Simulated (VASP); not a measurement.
# BaS in VASP: a series of runs

BaS is run at these levels: r2SCAN, HSE06; tasks: single point.

All numbers are computed with VASP 6.6.1; they aren't measurements. Logs are shortened: lines on timing, memory, paths and dates and some standing lists are left out, and cuts for length are marked.

**1. The cell of the first run**

It takes space group Imm2 (No. 44, orthorhombic). Conventional cell: a = 4.880 Å, b = 5.074 Å, c = 7.039 Å, α = 90.00°, β = 90.00°, γ = 90.00°. Within 4.0 Å of Ba (site symmetry mm2) lie 4 S at 3.04 to 3.06 Å. Within 4.0 Å of S (site symmetry mm2) lie 4 Ba at 3.04 to 3.06 Å.

**2. Single point, r2SCAN (shear xy strain +3.9%)**

File POSCAR:

```
BaS
1.0
    0.0686285295      3.5194117709      3.5194117709
    3.5194117709      0.0686285295      3.5194117709
    3.5880403004      3.5880403004      0.0000000000
Ba S
1 1
Direct
    0.0039566894      0.0039566894     -0.0039566894
    0.2460433106      0.2460433106      0.2539566894
```

File INCAR.step1:

```
PREC = Accurate
ENCUT = 520
ISMEAR = 0
SIGMA = 0.01
LREAL = False
LASPH = True
NELM = 60
NBANDS = 15
GGA = PE
ALGO = Normal
EDIFF = 1E-4
LWAVE = True
LCHARG = False
```

File INCAR.step2:

```
PREC = Accurate
ENCUT = 520
EDIFF = 1E-6
ISMEAR = 0
SIGMA = 0.01
LREAL = False
LASPH = True
NELM = 60
ALGO = Normal
ISIF = 2
LWAVE = False
LCHARG = False
METAGGA = R2SCAN
LMIXTAU = True
NBANDS = 15
ISTART = 1
```

File KPOINTS:

```
regular mesh
0
Gamma
  6 6 6
```

Potentials or basis: VASP PAW PBE potentials, release 64 (Ba_sv, S).

Launch:

```
cat potpaw_PBE.64/Ba_sv/POTCAR potpaw_PBE.64/S/POTCAR > POTCAR
cp INCAR.step1 INCAR
mpirun -np 1 vasp_std > vasp.out
cp INCAR.step2 INCAR
mpirun -np 1 vasp_std > vasp.out
```

OUTCAR:

```text
PREC = Accurate
   ENCUT = 520
   EDIFF = 1E-6
   ISMEAR = 0
   LREAL = False
   LASPH = True
   NELM = 60
   ISIF = 2
   METAGGA = R2SCAN
   ISTART = 1

 ion  position               nearest neighbor table
   1  0.004  0.004  0.996-   2 3.04   2 3.04   2 3.06   2 3.06
   2  0.246  0.246  0.254-   1 3.04   1 3.04   1 3.06   1 3.06

  LATTYP: Found a body centered orthorhombic cell.
 ALAT       =     4.8801444608
 B/A-ratio  =     1.0397756247
 C/A-ratio  =     1.4423391763

  Lattice vectors:

 A1 = (   3.5194117709,   0.0686285295,  -3.5194117709)
 A2 = (  -3.5194117709,  -0.0686285295,  -3.5194117709)
 A3 = (   0.0686285295,   3.5194117709,   3.5194117709)

Analysis of symmetry for initial positions (statically):
=====================================================================
 Subroutine PRICEL returns:
 Original cell was already a primitive cell.

 Routine SETGRP: Setting up the symmetry group for a
 body centered orthorhombic supercell.

 Subroutine GETGRP returns: Found  4 space group operations
 (whereof  4 operations were pure point group operations)
 out of a pool of  8 trial point group operations.

The static configuration has the point symmetry C_2v.

Analysis of symmetry for dynamics (positions and initial velocities):
=====================================================================
 Subroutine PRICEL returns:
 Original cell was already a primitive cell.

 Routine SETGRP: Setting up the symmetry group for a
 body centered orthorhombic supercell.

 Subroutine GETGRP returns: Found  4 space group operations
 (whereof  4 operations were pure point group operations)
 out of a pool of  8 trial point group operations.

The dynamic configuration has the point symmetry C_2v.

 Subroutine INISYM returns: Found  4 space group operations
 (whereof  4 operations are pure point group operations),
 and found     1 'primitive' translations

----------------------------------------------------------------------------------------

                                     Primitive cell

  volume of cell :      87.1515

  direct lattice vectors                    reciprocal lattice vectors
     0.068628529  3.519411771  3.519411771    -0.144894641  0.144894641  0.142069196
     3.519411771  0.068628529  3.519411771     0.144894641 -0.144894641  0.142069196
     3.588040300  3.588040300  0.000000000     0.139351835  0.139351835 -0.142069196

  length of vectors
     4.977672981  4.977672981  5.074255255     0.249344281  0.249344281  0.242943459

  position of ions in fractional coordinates (direct lattice)
     0.003956689  0.003956689  0.996043311
     0.246043311  0.246043311  0.253956689

  ion indices of the primitive-cell ions
   primitive index   ion index
                 1           1
                 2           2

----------------------------------------------------------------------------------------

 KPOINTS: regular mesh

Automatic generation of k-mesh.
 Grid dimensions read from file:
 generate k-points for:    6    6    6

 Generating k-lattice:

  Cartesian coordinates                     Fractional coordinates (reciprocal lattice)
    -0.024149107  0.024149107  0.023678199     0.166666667  0.000000000  0.000000000
     0.024149107 -0.024149107  0.023678199     0.000000000  0.166666667  0.000000000
     0.023225306  0.023225306 -0.023678199     0.000000000  0.000000000  0.166666667

  Length of vectors
     0.041557380  0.041557380  0.040490576

  Shift w.r.t. Gamma in fractional coordinates (k-lattice)
     0.000000000  0.000000000  0.000000000

 Subroutine IBZKPT returns following result:
 ===========================================

 Found     46 irreducible k-points:

 Following reciprocal coordinates:
            Coordinates               Weight
  0.000000  0.000000  0.000000      1.000000
  0.166667 -0.000000  0.000000      4.000000
  0.333333 -0.000000  0.000000      4.000000
  0.500000 -0.000000  0.000000      2.000000
  0.166667  0.166667  0.000000      2.000000
  0.333333  0.166667  0.000000      4.000000
[... 16 lines left out ...]
 -0.166667  0.333333  0.166667      4.000000
  0.500000  0.500000  0.166667      4.000000
 [... further k-points ...]
   k-points           NKPTS =     46   k-points in BZ     NKDIM =     46   number of bands    NBANDS=     15
   number of dos      NEDOS =    301   number of ions     NIONS =      2
   total plane-waves  NPLWV =  64000
   dimension x,y,z NGX =    40 NGY =   40 NGZ =   40
   dimension x,y,z NGXF=    80 NGYF=   80 NGZF=   80
   ions per type =               1   1
   NGX,Y,Z   is equivalent  to a cutoff of  13.36, 13.36, 13.11 a.u.
   NGXF,Y,Z  is equivalent  to a cutoff of  26.72, 26.72, 26.21 a.u.
 SYSTEM =  unknown system
   PREC   = accura    normal or accurate (medium, high low for compatibility)
   ISTART =      1    job   : 0-new  1-cont  2-samecut
   ICHARG =      0    charge: 1-file 2-atom 10-const
   ISPIN  =      1    spin polarized calculation?
   LNONCOLLINEAR =      F non collinear calculations
   LSORBIT =      F    spin-orbit coupling
   LASPH  =      T    aspherical Exc in radial PAW
   ENCUT  =  520.0 eV  38.22 Ry    6.18 a.u.   9.26  9.26  9.43*2*pi/ulx,y,z
   NELM   =     60;   NELMIN=  2; NELMDL=  0     # of ELM steps
   EDIFF  = 0.1E-05   stopping-criterion for ELM
   LREAL  =      F    real-space projection
[... 7 lines left out ...]
   TEBEG  =    0.0;   TEEND  =   0.0 temperature during run
   PSTRESS=    0.0 pullay stress
   NELECT =      16.0000    total number of electrons
   NUPDOWN=      -1.0000    fix difference up-down
   EMIN   =  10.00;   EMAX   =-10.00  energy-range for DOS
   EFERMI =   0.00;   METHOD = LEGACY
   ISMEAR =     0;   SIGMA  =   0.01  broadening in eV -4-tet -1-fermi 0-gaus
   EFERMI_NEDOS =   21; number of points for ismear=-14 and -15
   IALGO  =     38    algorithm
   IMIX   =      4    mixing-type and parameters
     AMIX     =   0.40;   BMIX     =  1.00
     AMIX_MAG =   1.60;   BMIX_MAG =  1.00
  volume/ion in A,a.u.               =      43.58       294.06
  Fermi-wavevector in a.u.,A,eV,Ry     =   0.930443  1.758282 11.778894  0.865724
  Thomas-Fermi vector in A             =   2.056832
   LORBIT       =      0    0 simple, 1 ext, 2 COOP (PROOUT), +10 PAW based schemes
   METAGGA = R2SCAN    functional components
   LHFCALC =     F    Hartree Fock is set to
   AEXX    =    0.0000 exact exchange contribution
   IVDW    =     0    specifies the selected vdW correction
   LEPSILON=     F    determine dielectric tensor
   LRPA    =     F    only Hartree local field effects (RPA)
 non-spin polarized calculation
 Gauss-broadening in eV      SIGMA  =   0.01
  energy-cutoff  :      520.00
  volume of cell :       87.15
 maximum number of plane-waves:      2370
 NGX is ok and might be reduce to    40
   NGX = 19   NGY = 19   NGZ = 19

 number of electron      16.0000000 magnetization

 Free energy of the ion-electron system (eV)
  ---------------------------------------------------
  ext. energy  EPLUGINS =         0.00000000
  ---------------------------------------------------
  free energy    TOTEN  =       -38.61318878 eV

  energy without entropy =      -38.61318878  energy(sigma->0) =      -38.61318878

 E-fermi :  -0.2762     XC(G=0):  -7.6073

 val. band max:       -0.4045934185   @ k =   0.5000   0.5000   0.0000
 cond. band min:       2.6635251246   @ k =   0.0000   0.0000   0.0000
 fundamental gap:      3.0681185431
 Fermi energy:        -0.2761897946

 k-point     1 :       0.0000    0.0000    0.0000
  band No.  band energies     occupation
      1     -27.2558      2.00000
      2     -12.0141      2.00000
      3     -12.0124      2.00000
      4     -12.0096      2.00000
      5     -10.7703      2.00000
      6      -1.1387      2.00000
      7      -1.0947      2.00000
      8      -1.0442      2.00000
      9       2.6635      0.00000
     10       5.1186      0.00000
     11       5.1388      0.00000
     12       6.9774      0.00000
     13       7.0483      0.00000
     14       7.1137      0.00000
     15       9.7914      0.00000

 k-point     2 :       0.1667   -0.0000    0.0000
  band No.  band energies     occupation
      1     -27.2515      2.00000
      2     -12.2442      2.00000
      3     -12.0236      2.00000
      4     -12.0201      2.00000
      5     -10.5390      2.00000
      6      -1.1359      2.00000
      7      -1.0627      2.00000
      8      -1.0100      2.00000
      9       3.2549      0.00000
     10       4.8888      0.00000
     11       4.9407      0.00000
     12       6.6707      0.00000
     13       7.4925      0.00000
     14       7.5232      0.00000
     15       8.8623      0.00000

 k-point     3 :       0.3333   -0.0000    0.0000
  band No.  band energies     occupation
      1     -27.2428      2.00000
      2     -12.5697      2.00000
      3     -12.0469      2.00000
      4     -12.0410      2.00000
      5     -10.2191      2.00000
      6      -1.0894      2.00000
      7      -0.9201      2.00000
      8      -0.8990      2.00000
      9       4.1333      0.00000
     10       4.8647      0.00000
     11       5.0530      0.00000
     12       6.1134      0.00000
     13       7.1480      0.00000
     14       7.3314      0.00000
     15       7.8138      0.00000
[... 343 lines left out ...]
 k-point    23 :      -0.1667    0.3333    0.1667
  band No.  band energies     occupation
      1     -27.2374      2.00000
      2     -12.6845      2.00000
      3     -12.1286      2.00000
      4     -12.0740      2.00000
      5     -10.0097      2.00000
      6      -1.2235      2.00000
      7      -0.7859      2.00000
      8      -0.6368      2.00000
      9       3.7214      0.00000
     10       4.5174      0.00000
     11       5.7237      0.00000
     12       6.7595      0.00000
     13       7.1187      0.00000
     14       7.3683      0.00000
     15       8.6402      0.00000

 k-point    24 :       0.5000    0.5000    0.1667
  band No.  band energies     occupation
      1     -27.2360      2.00000
      2     -12.7565      2.00000
      3     -12.1297      2.00000
      4     -12.0943      2.00000
      5      -9.9022      2.00000
      6      -1.3649      2.00000
      7      -0.5661      2.00000
      8      -0.5081      2.00000
      9       3.3408      0.00000
     10       4.5693      0.00000
     11       5.9073      0.00000
     12       6.8031      0.00000
     13       6.9482      0.00000
     14       7.6039      0.00000
     15       9.4054      0.00000

 [... further k-points ...]
[... 5 lines left out ...]
  --------------------------------------------------------------------------------------
  -------------------------------------------------------------------------------------
  Total        0.2114843      0.2114843      0.1935632     -0.1561459      0.0000000      0.0000000
  in kB        3.8878866      3.8878866      3.5584291     -2.8705566      0.0000000      0.0000000
  external PRESSURE =       3.7780674 kB  Pullay stress =       0.0000000 kB

 VOLUME and BASIS-vectors are now :
 -----------------------------------------------------------------------------
  energy-cutoff  :      520.00
  volume of cell :       87.15
      direct lattice vectors                 reciprocal lattice vectors
     0.068628529  3.519411771  3.519411771    -0.144894641  0.144894641  0.142069196
     3.519411771  0.068628529  3.519411771     0.144894641 -0.144894641  0.142069196
     3.588040300  3.588040300  0.000000000     0.139351835  0.139351835 -0.142069196

 POSITION                                       TOTAL-FORCE (eV/Angst)
 -----------------------------------------------------------------------------------
      3.58804      3.58804      0.02785         0.000000      0.000000      0.006747
      1.79402      1.79402      1.73186        -0.000000     -0.000000     -0.006747
 -----------------------------------------------------------------------------------
    total drift:                                0.000000      0.000000     -0.000234

  FREE ENERGIE OF THE ION-ELECTRON SYSTEM (eV)
  ---------------------------------------------------
  free  energy   TOTEN  =       -38.6131887756 eV

  energy  without entropy=      -38.6131887756  energy(sigma->0) =      -38.61318878
```

It took 7.4 min on 1 thread of AMD EPYC 7R13, shared host; peak memory 0.26 GiB.

What came out:

```yaml
Free_energy: -38.6132 eV
Pressure: 0.4 GPa
Largest_force: 0.007 eV/Å
Band_gap_on_the_k_mesh: 3.07 eV (least direct gap 3.68 eV)
```

Forces on the atoms (eV/Å):
```
Ba   0.000  0.000  0.007
S    0.000  0.000 -0.007
```

Stress tensor (GPa, compression positive):
```
 0.39 -0.29  0.00
-0.29  0.39  0.00
 0.00  0.00  0.36
```

Levels at points of the mesh, in eV from the valence-band top:
```tsv
k point	band 6	band 7	band 8	band 9	band 10	band 11
(0.00, 0.00, 0.00)	-0.73	-0.69	-0.64	3.07	5.52	5.54
(0.50, 0.00, 0.00)	-0.58	-0.45	-0.45	4.75	5.56	5.76
(0.50, 0.50, 0.00)	-1.09	-0.03	0.00	3.69	4.97	6.80
(0.00, 0.00, 0.50)	-0.65	-0.42	-0.40	4.71	5.50	5.86
(0.50, 0.00, 0.50)	-1.09	-0.02	-0.02	3.70	4.97	6.77
```

Caveat: the cell differs from its parent crystal (shear xy strain +3.9%); the structure was generated, so it needn't be the stable form of BaS; the PAW data sets were made with another functional, which shifts forces and pressure a little; spin-orbit coupling is left out, which moves the levels of the heavy elements. A k mesh can miss the band edges.

[end of part 1 of 2]
